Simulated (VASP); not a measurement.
# Cu3Sn (Pmmn) in VASP: single point with LDA

Aim: the single point of Cu3Sn with LDA.

Program: VASP 6.6.1. These are calculated values, not measurements. Logs are shortened: lines on timing, memory, paths and dates and some standing lists are left out, and cuts for length are marked.

**1. The cell of the first run**

The structure is orthorhombic, space group Pmmn (No. 59). Conventional cell: a = 4.175 Å, b = 5.384 Å, c = 4.757 Å, α = 90.00°, β = 90.00°, γ = 90.00°. Within 3.3 Å of Cu (site symmetry mm2) lie 8 Cu at 2.53 to 2.97 Å and 4 Sn at 2.70 Å. Cu (site symmetry m) has 8 Cu at 2.53 to 2.97 Å and 4 Sn at 2.66 to 2.72 Å within 3.3 Å. Within 3.5 Å of Sn (site symmetry mm2) lie 12 Cu at 2.66 to 2.72 Å.

**2. Single point, LDA**

The input, INCAR:

```
SYSTEM = Cu3Sn
PREC = Accurate
ENCUT = 520
EDIFF = 1E-7
ISMEAR = 0
SIGMA = 0.1
LREAL = .False.
LASPH = .True.
NELM = 80
ALGO = Fast
ISIF = 2
LWAVE = .False.
LCHARG = .True.
GGA = CA
LELF = .True.
LVHAR = .True.
NBANDS = 57
```

The input, KPOINTS:

```
regular mesh
0
Gamma
  8 8 8
  0 0 0
```

The input, POSCAR:

```
Cu3Sn
1.0
    4.1746666815      0.0000000000      0.0000000000
    0.0000000000      5.3836868740      0.0000000000
    0.0000000000      0.0000000000      4.7568053724
Cu Sn
6 2
Direct
    0.5000000000      0.0000000000      0.2930271843
    0.0000000000      0.5000000000      0.7069728157
    0.0000000000      0.2455686882      0.1530441083
    0.0000000000      0.7544313118      0.1530441083
    0.5000000000      0.7455686882      0.8469558917
    0.5000000000      0.2544313118      0.8469558917
    0.0000000000      0.0000000000      0.6530260675
    0.5000000000      0.5000000000      0.3469739325
```

Potentials or basis: VASP PAW LDA potentials, release 64 (Cu, Sn_d).

Started as:

```bash
cat potpaw_LDA.64/Cu/POTCAR potpaw_LDA.64/Sn_d/POTCAR > POTCAR
mpirun -np 1 vasp_std > vasp.out
```

OUTCAR:

```text
SYSTEM = Cu3Sn
   PREC = Accurate
   ENCUT = 520
   EDIFF = 1E-7
   ISMEAR = 0
   LREAL = .False.
   LASPH = .True.
   NELM = 80
   ISIF = 2
   GGA = CA

 ion  position               nearest neighbor table
   1  0.500  0.000  0.293-   5 2.53   6 2.53   3 2.56   4 2.56   3 2.56   4 2.56   7 2.70   7 2.70
                             8 2.70   8 2.70
   2  0.000  0.500  0.707-   3 2.53   4 2.53   5 2.56   6 2.56   5 2.56   6 2.56   8 2.70   8 2.70
                             7 2.70   7 2.70
   3  0.000  0.246  0.153-   2 2.53   6 2.55   6 2.55   1 2.56   1 2.56   4 2.64   8 2.66   8 2.66
                             7 2.72   7 2.72   4 2.74
   4  0.000  0.754  0.153-   2 2.53   5 2.55   5 2.55   1 2.56   1 2.56   3 2.64   8 2.66   8 2.66
                             7 2.72   7 2.72   3 2.74
   5  0.500  0.746  0.847-   1 2.53   4 2.55   4 2.55   2 2.56   2 2.56   6 2.64   7 2.66   7 2.66
                             8 2.72   8 2.72   6 2.74
   6  0.500  0.254  0.847-   1 2.53   3 2.55   3 2.55   2 2.56   2 2.56   5 2.64   7 2.66   7 2.66
                             8 2.72   8 2.72   5 2.74
   7  0.000  0.000  0.653-   5 2.66   6 2.66   5 2.66   6 2.66   1 2.70   1 2.70   2 2.70   2 2.70
                             3 2.72   4 2.72   3 2.72   4 2.72   8 3.70   8 3.70   8 3.70   8 3.70
   8  0.500  0.500  0.347-   3 2.66   4 2.66   3 2.66   4 2.66   2 2.70   2 2.70   1 2.70   1 2.70
                             5 2.72   6 2.72   5 2.72   6 2.72   7 3.70   7 3.70   7 3.70   7 3.70

  LATTYP: Found a simple orthorhombic cell.
 ALAT       =     4.1746666815
 B/A-ratio  =     1.1394455499
 C/A-ratio  =     1.2896087963

  Lattice vectors:

 A1 = (  -4.1746666815,   0.0000000000,   0.0000000000)
 A2 = (   0.0000000000,   0.0000000000,   4.7568053724)
 A3 = (   0.0000000000,   5.3836868740,   0.0000000000)

Analysis of symmetry for initial positions (statically):
=====================================================================
 Subroutine PRICEL returns:
 Original cell was already a primitive cell.

 Routine SETGRP: Setting up the symmetry group for a
 simple orthorhombic supercell.

 Subroutine GETGRP returns: Found  8 space group operations
 (whereof  4 operations were pure point group operations)
 out of a pool of  8 trial point group operations.

The static configuration has the point symmetry C_2v.
 The point group associated with its full space group is D_2h.

Analysis of symmetry for dynamics (positions and initial velocities):
=====================================================================
 Subroutine PRICEL returns:
 Original cell was already a primitive cell.

 Routine SETGRP: Setting up the symmetry group for a
 simple orthorhombic supercell.

 Subroutine GETGRP returns: Found  8 space group operations
 (whereof  4 operations were pure point group operations)
 out of a pool of  8 trial point group operations.

The dynamic configuration has the point symmetry C_2v.
 The point group associated with its full space group is D_2h.

 Subroutine INISYM returns: Found  8 space group operations
 (whereof  4 operations are pure point group operations),
 and found     1 'primitive' translations

----------------------------------------------------------------------------------------

                                     Primitive cell

  volume of cell :     106.9097

  direct lattice vectors                    reciprocal lattice vectors
     4.174666681  0.000000000  0.000000000     0.239540082  0.000000000  0.000000000
     0.000000000  5.383686874  0.000000000     0.000000000  0.185746315  0.000000000
     0.000000000  0.000000000  4.756805372     0.000000000  0.000000000  0.210225124

  length of vectors
     4.174666681  5.383686874  4.756805372     0.239540082  0.185746315  0.210225124

  position of ions in fractional coordinates (direct lattice)
     0.500000000  0.000000000  0.293027184
     0.000000000  0.500000000  0.706972816
     0.000000000  0.245568688  0.153044108
     0.000000000  0.754431312  0.153044108
     0.500000000  0.745568688  0.846955892
     0.500000000  0.254431312  0.846955892
     0.000000000  0.000000000  0.653026068
     0.500000000  0.500000000  0.346973932

  ion indices of the primitive-cell ions
   primitive index   ion index
                 1           1
                 2           2
                 3           3
                 4           4
                 5           5
                 6           6
                 7           7
                 8           8

----------------------------------------------------------------------------------------

 KPOINTS: regular mesh

Automatic generation of k-mesh.
 Grid dimensions read from file:
 generate k-points for:    8    8    8

 Generating k-lattice:

  Cartesian coordinates                     Fractional coordinates (reciprocal lattice)
     0.029942510  0.000000000  0.000000000     0.125000000  0.000000000  0.000000000
     0.000000000  0.023218289  0.000000000     0.000000000  0.125000000  0.000000000
     0.000000000  0.000000000  0.026278141     0.000000000  0.000000000  0.125000000

  Length of vectors
     0.029942510  0.023218289  0.026278141

  Shift w.r.t. Gamma in fractional coordinates (k-lattice)
     0.000000000  0.000000000  0.000000000

 Subroutine IBZKPT returns following result:
 ===========================================

 Found    125 irreducible k-points:

 Following reciprocal coordinates:
            Coordinates               Weight
  0.000000  0.000000  0.000000      1.000000
  0.125000  0.000000  0.000000      2.000000
  0.250000  0.000000  0.000000      2.000000
  0.375000  0.000000  0.000000      2.000000
  0.500000  0.000000  0.000000      1.000000
  0.000000  0.125000  0.000000      2.000000
[... 16 lines left out ...]
  0.250000  0.500000  0.000000      2.000000
  0.375000  0.500000  0.000000      2.000000
 [... further k-points ...]
   k-points           NKPTS =    125   k-points in BZ     NKDIM =    125   number of bands    NBANDS=     57
   number of dos      NEDOS =    301   number of ions     NIONS =      8
   total plane-waves  NPLWV =  46080
   dimension x,y,z NGX =    32 NGY =   40 NGZ =   36
   dimension x,y,z NGXF=    64 NGYF=   80 NGZF=   72
   ions per type =               6   2
   NGX,Y,Z   is equivalent  to a cutoff of  12.74, 12.35, 12.58 a.u.
   NGXF,Y,Z  is equivalent  to a cutoff of  25.49, 24.70, 25.16 a.u.
 SYSTEM =  Cu3Sn
   PREC   = accura    normal or accurate (medium, high low for compatibility)
   ISTART =      0    job   : 0-new  1-cont  2-samecut
   ICHARG =      2    charge: 1-file 2-atom 10-const
   ISPIN  =      1    spin polarized calculation?
   LNONCOLLINEAR =      F non collinear calculations
   LSORBIT =      F    spin-orbit coupling
   LASPH  =      T    aspherical Exc in radial PAW
   ENCUT  =  520.0 eV  38.22 Ry    6.18 a.u.   7.76 10.01  8.84*2*pi/ulx,y,z
   NELM   =     80;   NELMIN=  2; NELMDL= -5     # of ELM steps
   EDIFF  = 0.1E-06   stopping-criterion for ELM
   LREAL  =      F    real-space projection
   EDIFFG = 0.1E-05   stopping-criterion for IOM
   NSW    =      0    number of steps for IOM
   IBRION =     -1    ionic relax: 0-MD 1-quasi-New 2-CG
   NFREE  =      0    steps in history (QN), initial steepest desc. (CG)
   ISIF   =      2    stress and relaxation
   ISYM   =      2    0-nonsym 1-usesym 2-fastsym
   POTIM  = 0.5000    time-step for ionic-motion
   TEBEG  =    0.0;   TEEND  =   0.0 temperature during run
   PSTRESS=    0.0 pullay stress
   NELECT =      94.0000    total number of electrons
   NUPDOWN=      -1.0000    fix difference up-down
   EMIN   =  10.00;   EMAX   =-10.00  energy-range for DOS
   EFERMI =   0.00;   METHOD = LEGACY
   ISMEAR =     0;   SIGMA  =   0.10  broadening in eV -4-tet -1-fermi 0-gaus
   EFERMI_NEDOS =   21; number of points for ismear=-14 and -15
   IALGO  =     68    algorithm
   IMIX   =      4    mixing-type and parameters
     AMIX     =   0.40;   BMIX     =  1.00
     AMIX_MAG =   1.60;   BMIX_MAG =  1.00
  volume/ion in A,a.u.               =      13.36        90.18
  Fermi-wavevector in a.u.,A,eV,Ry     =   1.568358  2.963766 33.466875  2.459746
  Thomas-Fermi vector in A             =   2.670401
   LORBIT       =      0    0 simple, 1 ext, 2 COOP (PROOUT), +10 PAW based schemes
   GGA     = CA    functional components
   LHFCALC =     F    Hartree Fock is set to
   AEXX    =    0.0000 exact exchange contribution
   IVDW    =     0    specifies the selected vdW correction
   LEPSILON=     F    determine dielectric tensor
   LRPA    =     F    only Hartree local field effects (RPA)
 non-spin polarized calculation
 RMM-DIIS sequential band-by-band and
 Gauss-broadening in eV      SIGMA  =   0.10
  energy-cutoff  :      520.00
  volume of cell :      106.91
 maximum number of plane-waves:      2908
 NGX is ok and might be reduce to    32
   NGX = 15   NGY = 21   NGZ = 17

 number of electron      94.0000095 magnetization

 Free energy of the ion-electron system (eV)
  ---------------------------------------------------
  ext. energy  EPLUGINS =         0.00000000
  ---------------------------------------------------
  free energy    TOTEN  =       -37.30091656 eV

  energy without entropy =      -37.28936744  energy(sigma->0) =      -37.29514200

 E-fermi :   9.7494     XC(G=0): -12.9605

 val. band max:        9.7481275559   @ k =   0.3750   0.1250   0.1250
 cond. band min:       9.7530900524   @ k =   0.1250   0.3750   0.1250
 fundamental gap:      0.0049624965
 Fermi energy:         9.7494397438

 k-point     1 :       0.0000    0.0000    0.0000
  band No.  band energies     occupation
      1     -11.7565      2.00000
      2     -11.7526      2.00000
      3     -11.7347      2.00000
      4     -11.7327      2.00000
      5     -11.7218      2.00000
      6     -11.7212      2.00000
[... 1429 lines left out ...]
     56      15.6511      0.00000
     57      18.1324      0.00000

 [... further k-points ...]

------------------------ aborting loop because EDIFF is reached ----------------------------------------

  FORCE on cell =-STRESS in cart. coord.  units (eV):
  Direction    XX          YY          ZZ          XY          YZ          ZX
  --------------------------------------------------------------------------------------
  -------------------------------------------------------------------------------------
  Total        0.4670688      0.3566737      0.2902491      0.0000000      0.0000000      0.0000000
  in kB        6.9996200      5.3452083      4.3497523      0.0000000      0.0000000      0.0000000
  external PRESSURE =       5.5648602 kB  Pullay stress =       0.0000000 kB

 VOLUME and BASIS-vectors are now :
 -----------------------------------------------------------------------------
  energy-cutoff  :      520.00
  volume of cell :      106.91
      direct lattice vectors                 reciprocal lattice vectors
     4.174666681  0.000000000  0.000000000     0.239540082  0.000000000  0.000000000
     0.000000000  5.383686874  0.000000000     0.000000000  0.185746315  0.000000000
     0.000000000  0.000000000  4.756805372     0.000000000  0.000000000  0.210225124

 POSITION                                       TOTAL-FORCE (eV/Angst)
 -----------------------------------------------------------------------------------
      2.08733      0.00000      1.39387        -0.000000      0.000000      0.013372
      0.00000      2.69184      3.36293        -0.000000      0.000000     -0.013372
      0.00000      1.32206      0.72800        -0.000000      0.000098      0.003755
      0.00000      4.06162      0.72800        -0.000000     -0.000098      0.003755
      2.08733      4.01391      4.02880         0.000000      0.000098     -0.003755
      2.08733      1.36978      4.02880         0.000000     -0.000098     -0.003755
      0.00000      0.00000      3.10632        -0.000000      0.000000      0.006580
      2.08733      2.69184      1.65049        -0.000000      0.000000     -0.006580
 -----------------------------------------------------------------------------------
    total drift:                                0.000000     -0.000000      0.000000

  FREE ENERGIE OF THE ION-ELECTRON SYSTEM (eV)
  ---------------------------------------------------
  free  energy   TOTEN  =       -37.3009165560 eV

  energy  without entropy=      -37.2893674362  energy(sigma->0) =      -37.29514200
```

Wall time 29 min (1 thread of Intel Xeon 8259CL, shared host); peak memory 0.59 GiB.

What came out:

| Quantity | Value |
| --- | --- |
| Free energy | -37.3009 eV |
| Pressure | 0.6 GPa |
| Largest force | 0.013 eV/Å |
| Band gap on the k mesh | zero (bands 47 and 48 overlap by 3.85 eV) |

Forces on the atoms (eV/Å):
```
Cu   0.000  0.000  0.013
Cu   0.000  0.000 -0.013
Cu   0.000  0.000  0.004
Cu   0.000  0.000  0.004
Cu   0.000  0.000 -0.004
Cu   0.000  0.000 -0.004
Sn   0.000  0.000  0.007
Sn   0.000  0.000 -0.007
```

Caveat: spin-orbit coupling is left out, which moves the levels of the heavy elements.
